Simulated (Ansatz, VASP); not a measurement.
# InH2F3: VASP beside Ansatz

File INCAR:

```
  PREC = Accurate
  ENCUT = 600
  EDIFF = 1E-7
  ISMEAR = 0
  SIGMA = 0.15
  LREAL = False
  LASPH = True
  NELM = 120
  ALGO = Normal
  ISIF = 3
  LWAVE = False
  LCHARG = False
  GGA = PE
  IBRION = 2
  NSW = 36
  EDIFFG = -0.08
  GGA_COMPAT = False
  NELMIN = 4
```

File KPOINTS:

```
Automatic mesh
0
Gamma
  5 5 1
```

Contents of POSCAR:

```
InH2F3
1.0
    2.6625098400      0.0000000000      0.0000000000
   -1.3312549200      2.3058011600      0.0000000000
    0.0000000000      0.0000000000     11.1108977400
In H F
1 2 3
Direct
    0.3333333300      0.6666666700      0.1190370000
    0.3333333300      0.6666666700      0.7488420000
    0.6666666700      0.3333333300      0.2620630000
    0.6666666700      0.3333333300      0.8612840200
    0.6666666700      0.3333333300      0.6362540100
    0.3333333300      0.6666666700      0.3725189900
```

Input for Ansatz:

```yaml
crystal:
  lattice:
    - [2.66250984, 0.0, 0.0]
    - [-1.33125492, 2.30580116, 0.0]
    - [0.0, 0.0, 11.11089774]
  atoms:
    - { symbol: In, position: [0.33333333, 0.66666667, 0.119037] }
    - { symbol: H, position: [0.33333333, 0.66666667, 0.748842] }
    - { symbol: H, position: [0.66666667, 0.33333333, 0.262063] }
    - { symbol: F, position: [0.66666667, 0.33333333, 0.86128402] }
    - { symbol: F, position: [0.66666667, 0.33333333, 0.63625401] }
    - { symbol: F, position: [0.33333333, 0.66666667, 0.37251899] }
basis:
  ecutwfc: 420
kpoints:
  mp_grid: { grid: [5, 5, 1] }
hamiltonian:
  xc: pbe
scf:
  occupations: { method: gaussian, width: 0.15 }
  lower_state_search: "off"
output:
  forces: true
  stress: true
  eigenvalues: true
relax:
  adjacent_minimum: "off"
  f_tol: 0.08
  max_steps: 16
  cell: { stress_tol: 0.8 }
```

Change from the starting cell: species swapped into the TeMo2S3 type (P3m1, No. 156).

Alike in both runs: task relaxation of cell and atoms; functional PBE; k mesh 5 × 5 × 1; occupations gaussian, width 0.15 eV; no spin polarisation.

|  | VASP | Ansatz |
| --- | --- | --- |
| version | VASP 6.6.1 | Ansatz 0.2.0 |
| potentials or method | VASP PAW PBE potentials, release 64 (In_d, H, F), cutoff 600 eV | scalar-relativistic, plane waves, PAW |
| valence electrons in the cell | 36 | 36 |

Ansatz gave:

- gap on the k mesh at the Fermi level, each at its own relaxed structure (eV): none
- relaxed volume (Å³/atom): 11.78
- relaxed length of the cell vector where the two differ most in proportion (Å): 11.043

Estimate VASP's values.

gap on the k mesh at the Fermi level, each at its own relaxed structure (eV): none; relaxed volume (Å³/atom): 11.87; relaxed length of the cell vector where the two differ most in proportion (Å): 11.084.

A gap of «none» marks a metal or a gap that the smearing closes.

The k mesh is coarse, so the values compare programs but aren't converged.
